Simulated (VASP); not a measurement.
# SiNi (rocksalt type) (Fm-3m) in VASP: a series of runs

Runs on SiNi (rocksalt type). Level: LDA. Tasks: single point.

Everything below comes from runs of VASP 6.6.1. Logs are shortened: lines on timing, memory, paths and dates and some standing lists are left out, and cuts for length are marked.

**1. The cell of the first run**

Symmetry: Fm-3m, No. 225, cubic system. Conventional cell: a = 4.548 Å, b = 4.548 Å, c = 4.548 Å, α = 90.00°, β = 90.00°, γ = 90.00°. Within 3.0 Å of Ni (site symmetry m-3m) lie 6 Si at 2.27 Å. Within 3.0 Å of Si (site symmetry m-3m) lie 6 Ni at 2.27 Å.

**2. Single point, LDA (volume scaled by 0.94)**

Contents of INCAR:

```
SYSTEM = SiNi
PREC = Accurate
ENCUT = 520
EDIFF = 1E-7
ISMEAR = -1
SIGMA = 0.08
LREAL = .False.
LASPH = .True.
NELM = 60
ALGO = Normal
ISIF = 2
LWAVE = .False.
LCHARG = .True.
LELF = .True.
LVHAR = .True.
NBANDS = 14
```

Contents of KPOINTS:

```
regular mesh
0
Gamma
  16 16 16
  0 0 0
```

Contents of POSCAR:

```
SiNi
1.0
    0.0000000000      2.2739878112      2.2739878112
    2.2739878112      0.0000000000      2.2739878112
    2.2739878112      2.2739878112      0.0000000000
Ni Si
1 1
Direct
    0.0000000000      0.0000000000      0.0000000000
    0.5000000000      0.5000000000      0.5000000000
```

Potentials or basis: VASP PAW LDA potentials, release 64 (Ni, Si).

Launch:

```bash
$ cat potpaw_LDA.64/Ni/POTCAR potpaw_LDA.64/Si/POTCAR > POTCAR
$ mpirun -np 1 vasp_std > vasp.out
```

OUTCAR:

```text
SYSTEM = SiNi
   PREC = Accurate
   ENCUT = 520
   EDIFF = 1E-7
   ISMEAR = -1
   LREAL = .False.
   LASPH = .True.
   NELM = 60
   ISIF = 2

 ion  position               nearest neighbor table
   1  0.000  0.000  0.000-   2 2.27   2 2.27   2 2.27   2 2.27   2 2.27   2 2.27
   2  0.500  0.500  0.500-   1 2.27   1 2.27   1 2.27   1 2.27   1 2.27   1 2.27

  LATTYP: Found a face centered cubic cell.
 ALAT       =     4.5479756224

  Lattice vectors:

 A1 = (   0.0000000000,   2.2739878112,   2.2739878112)
 A2 = (   2.2739878112,   0.0000000000,   2.2739878112)
 A3 = (   2.2739878112,   2.2739878112,   0.0000000000)

Analysis of symmetry for initial positions (statically):
=====================================================================
 Subroutine PRICEL returns:
 Original cell was already a primitive cell.

 Routine SETGRP: Setting up the symmetry group for a
 face centered cubic supercell.

 Subroutine GETGRP returns: Found 48 space group operations
[... 9 lines left out ...]

 Routine SETGRP: Setting up the symmetry group for a
 face centered cubic supercell.

 Subroutine GETGRP returns: Found 48 space group operations
[... 11 lines left out ...]
                                     Primitive cell

  volume of cell :      23.5177

  direct lattice vectors                    reciprocal lattice vectors
     0.000000000  2.273987811  2.273987811    -0.219878048  0.219878048  0.219878048
     2.273987811  0.000000000  2.273987811     0.219878048 -0.219878048  0.219878048
     2.273987811  2.273987811  0.000000000     0.219878048  0.219878048 -0.219878048

  length of vectors
     3.215904403  3.215904403  3.215904403     0.380839950  0.380839950  0.380839950

  position of ions in fractional coordinates (direct lattice)
     0.000000000  0.000000000  0.000000000
     0.500000000  0.500000000  0.500000000

  ion indices of the primitive-cell ions
   primitive index   ion index
                 1           1
                 2           2

----------------------------------------------------------------------------------------

 KPOINTS: regular mesh

Automatic generation of k-mesh.
 Grid dimensions read from file:
 generate k-points for:   16   16   16

 Generating k-lattice:

  Cartesian coordinates                     Fractional coordinates (reciprocal lattice)
[... 58 lines left out ...]
   ENCUT  =  520.0 eV  38.22 Ry    6.18 a.u.   5.98  5.98  5.98*2*pi/ulx,y,z
   NELM   =     60;   NELMIN=  2; NELMDL= -5     # of ELM steps
   EDIFF  = 0.1E-06   stopping-criterion for ELM
   LREAL  =      F    real-space projection
   EDIFFG = 0.1E-05   stopping-criterion for IOM
   NSW    =      0    number of steps for IOM
   IBRION =     -1    ionic relax: 0-MD 1-quasi-New 2-CG
   NFREE  =      0    steps in history (QN), initial steepest desc. (CG)
   ISIF   =      2    stress and relaxation
   ISYM   =      2    0-nonsym 1-usesym 2-fastsym
   POTIM  = 0.5000    time-step for ionic-motion
   TEBEG  =    0.0;   TEEND  =   0.0 temperature during run
   PSTRESS=    0.0 pullay stress
   NELECT =      14.0000    total number of electrons
   NUPDOWN=      -1.0000    fix difference up-down
   EMIN   =  10.00;   EMAX   =-10.00  energy-range for DOS
   EFERMI =   0.00;   METHOD = LEGACY
   ISMEAR =    -1;   SIGMA  =   0.08  broadening in eV -4-tet -1-fermi 0-gaus
   EFERMI_NEDOS =   21; number of points for ismear=-14 and -15
   IALGO  =     38    algorithm
   IMIX   =      4    mixing-type and parameters
     AMIX     =   0.40;   BMIX     =  1.00
     AMIX_MAG =   1.60;   BMIX_MAG =  1.00
  volume/ion in A,a.u.               =      11.76        79.35
  Fermi-wavevector in a.u.,A,eV,Ry     =   1.377165  2.602465 25.804592  1.896584
  Thomas-Fermi vector in A             =   2.502343
   LORBIT       =      0    0 simple, 1 ext, 2 COOP (PROOUT), +10 PAW based schemes
   GGA     = CA    functional components
   LHFCALC =     F    Hartree Fock is set to
   AEXX    =    0.0000 exact exchange contribution
   IVDW    =     0    specifies the selected vdW correction
   LEPSILON=     F    determine dielectric tensor
   LRPA    =     F    only Hartree local field effects (RPA)
 non-spin polarized calculation
  energy-cutoff  :      520.00
  volume of cell :       23.52
 maximum number of plane-waves:       648
   NGX = 11   NGY = 11   NGZ = 11

 number of electron      13.9999993 magnetization

 Free energy of the ion-electron system (eV)
  ---------------------------------------------------
  ext. energy  EPLUGINS =         0.00000000
  ---------------------------------------------------
  free energy    TOTEN  =       -12.60207821 eV

  energy without entropy =      -12.57787849  energy(sigma->0) =      -12.58997835

 E-fermi :  10.6247     XC(G=0): -12.5443

 val. band max:       10.6195197505   @ k =   0.5000   0.4375   0.0000
 cond. band min:      10.6502839916   @ k =  -0.3750   0.4375   0.1250
 fundamental gap:      0.0307642411
 Fermi energy:        10.6246735329

 k-point     1 :       0.0000    0.0000    0.0000
  band No.  band energies     occupation
      1      -2.3470      2.00000
      2       7.6163      2.00000
      3       7.6163      2.00000
      4       7.6163      2.00000
      5       7.6232      2.00000
      6       7.6232      2.00000
      7      15.1461      0.00000
      8      15.1461      0.00000
      9      15.1461      0.00000
     10      21.2212      0.00000
     11      21.2212      0.00000
     12      21.2212      0.00000
     13      22.8379      0.00000
     14      25.2310      0.00000
[... 377 lines left out ...]
      1      -2.1236      2.00000
      2       7.5052      2.00000
      3       7.5055      2.00000
      4       7.5240      2.00000
      5       7.6699      2.00000
      6       7.7137      2.00000
      7      14.3360      0.00000
      8      14.7089      0.00000
      9      15.5047      0.00000
     10      20.3716      0.00000
     11      21.3316      0.00000
     12      21.3946      0.00000
     13      23.3958      0.00000
     14      24.4803      0.00000

 [... further k-points ...]
[... 5 lines left out ...]
  --------------------------------------------------------------------------------------
  -------------------------------------------------------------------------------------
  Total        1.7884019      1.7884019      1.7884019      0.0000000      0.0000000      0.0000000
  in kB      121.8375936    121.8375936    121.8375936      0.0000000      0.0000000      0.0000000
  external PRESSURE =     121.8375936 kB  Pullay stress =       0.0000000 kB

 VOLUME and BASIS-vectors are now :
 -----------------------------------------------------------------------------
  energy-cutoff  :      520.00
  volume of cell :       23.52
      direct lattice vectors                 reciprocal lattice vectors
     0.000000000  2.273987811  2.273987811    -0.219878048  0.219878048  0.219878048
     2.273987811  0.000000000  2.273987811     0.219878048 -0.219878048  0.219878048
     2.273987811  2.273987811  0.000000000     0.219878048  0.219878048 -0.219878048

 POSITION                                       TOTAL-FORCE (eV/Angst)
 -----------------------------------------------------------------------------------
      0.00000      0.00000      0.00000         0.000000      0.000000      0.000000
      2.27399      2.27399      2.27399         0.000000      0.000000     -0.000000
 -----------------------------------------------------------------------------------
    total drift:                                0.000000     -0.000000     -0.000000

  FREE ENERGIE OF THE ION-ELECTRON SYSTEM (eV)
  ---------------------------------------------------
  free  energy   TOTEN  =       -12.6020782119 eV

  energy  without entropy=      -12.5778784851  energy(sigma->0) =      -12.58997835
```

stdout:

```text
POSCAR found type information on POSCAR NiSi
 POSCAR found :  2 types and       2 ions
 scaLAPACK will be used
 LDA part: xc-table for (Slater(with rela. corr.)+CA(PZ))
 , standard interpolation
 POSCAR, INCAR and KPOINTS ok, starting setup
 FFT: planning ... GRIDC
 FFT: planning ... GRID_SOFT
 FFT: planning ... GRID
 WAVECAR not read
 entering main loop
```

Run time: 64 s. Hardware: 1 thread of Intel Xeon 8259CL, shared host; peak memory 0.17 GiB.

What came out:

- Free energy: -12.6021 eV
- Pressure: 12.2 GPa
- Band gap on the k mesh: zero (band 7 reaches 15.15 eV, above the bottom of band 8 at 9.42 eV)

Levels at points of the mesh, in eV from the Fermi level:
```
           k point  band 3  band 4  band 5  band 6  band 7  band 8  band 9  band 10  band 11  band 12
(0.00, 0.00, 0.00)   -3.01   -3.01   -3.00   -3.00    4.52    4.52    4.52    10.60    10.60    10.60
(0.50, 0.00, 0.00)   -3.92   -3.92   -2.10   -2.10   -1.36    6.37    6.37     6.49     6.49     7.16
(0.50, 0.50, 0.00)   -4.06   -2.59   -1.87   -1.87   -0.80   -0.21   -0.21     4.48     6.49    18.67
```

 Spin polarisation is off, so any magnetic state and its effect on volume and gap are missing.

(Continued in part 2 of 3.)
